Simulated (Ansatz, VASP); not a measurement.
**ScAl3N4: VASP beside Ansatz**

```
Sc Al N
1.0
     4.83225   -2.78990    0.00000
    -3.22150    0.00000   -5.06150
     3.22150    5.57980    0.00000
Sc Al N
2 6 8
Direct
  0.33333 0.00000 0.00000
  0.91667 0.50000 0.12500
  0.83333 0.00000 0.25000
  0.33333 0.00000 0.50000
  0.83333 0.00000 0.75000
  0.41667 0.50000 0.37500
  0.91667 0.50000 0.62500
  0.41667 0.50000 0.87500
  0.64233 0.61800 0.15450
  0.14233 0.61800 0.40450
  0.64233 0.61800 0.65450
  0.14233 0.61800 0.90450
  0.72567 0.11800 0.02950
  0.22567 0.11800 0.27950
  0.72567 0.11800 0.52950
  0.22567 0.11800 0.77950
```

Alike in both runs: task single point; functional LDA; k mesh 4 × 4 × 4; occupations gaussian, width 0.1 eV; no spin polarisation.

|  | VASP | Ansatz |
| --- | --- | --- |
| version | VASP 6.6.1 | Ansatz 0.2.0 |
| potentials or method | VASP PAW LDA potentials, release 64 (Sc_sv, Al, N), cutoff 520 eV | scalar-relativistic, plane waves, PAW |
| valence electrons in the cell | 80 | 80 |

|  | VASP | Ansatz | Ansatz less VASP |
| --- | --- | --- | --- |
| gap on the k mesh at the Fermi level (eV) | 3.94 | 3.93 | -0.009 |
| least direct gap on the mesh (eV) | 3.98 | 3.97 | -0.011 |
| pressure (GPa) | -1.9 | -2.7 | -0.84 |
| rms of the force components (eV/Å) | 1.140 | 1.102 | -0.0376 |

Ansatz warns that its potentials were made for another functional, while VASP's fit it. LDA's correlation is that of Perdew and Zunger in VASP and of Perdew and Wang (1992) in Ansatz.
